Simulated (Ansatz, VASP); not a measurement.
One calculation of Ga, two programs

File INCAR:

```
SYSTEM = Ga
ALGO     = Normal         ! electronic algorithm
EDIFF    = 1E-6           ! SCF threshold, eV
ENCUT    = 520            ! plane-wave cutoff, eV
GGA      = PE             ! functional
ISIF     = 2              ! what is computed and relaxed
ISMEAR   = -1             ! smearing method
LASPH    = .True.         ! aspherical terms in the spheres
LCHARG   = .False.        ! write CHGCAR
LREAL    = .False.        ! projectors in reciprocal space
LWAVE    = .False.        ! write WAVECAR
NBANDS   = 12             ! bands
NELM     = 80             ! most SCF steps
PREC     = Accurate       ! precision mode
SIGMA    = 0.08           ! smearing width, eV
```

Contents of KPOINTS:

```
k-points
0
Gamma
  16 16 16
  0 0 0
```

Contents of POSCAR:

```
Ga
1.0
   -1.6174067754      1.6174067754      1.6174067754
    1.6174067754     -1.6174067754      1.6174067754
    1.6174067754      1.6174067754     -1.6174067754
Ga
1
Direct
    0.0000000000      0.0000000000      0.0000000000
```

Input for Ansatz:

```yaml
crystal:
  lattice:
    - [-1.6174067754, 1.6174067754, 1.6174067754]
    - [1.6174067754, -1.6174067754, 1.6174067754]
    - [1.6174067754, 1.6174067754, -1.6174067754]
  atoms:
    - { symbol: Ga, position: [0.0, 0.0, 0.0] }
kpoints:
  mp_grid: { grid: [16, 16, 16] }
scf:
  occupations: { method: fermi_dirac, width: 0.08 }
hamiltonian:
  xc: pbe
  pseudopotentials: { kind: all_electron, lapw: { basis_error: 0.001 } }
output:
  forces: true
  stress: true
  eigenvalues: true
  populations: true
```

Change from the starting cell: volume scaled by 0.88, LAPW.

Alike in both runs: task single point; functional PBE; k mesh 16 × 16 × 16; occupations fermi-dirac, width 0.08 eV; no spin polarisation.

|  | VASP | Ansatz |
| --- | --- | --- |
| version | VASP 6.6.1 | Ansatz 0.2.0 |
| potentials or method | VASP PAW PBE potentials, release 64 (Ga_d), cutoff 520 eV | all-electron LAPW, scalar-relativistic |

|  | VASP | Ansatz | Ansatz less VASP |
| --- | --- | --- | --- |
| pressure (GPa) | 8.4 | 8.3 | -0.09 |

Ansatz ran all-electron here, and VASP with PAW potentials.
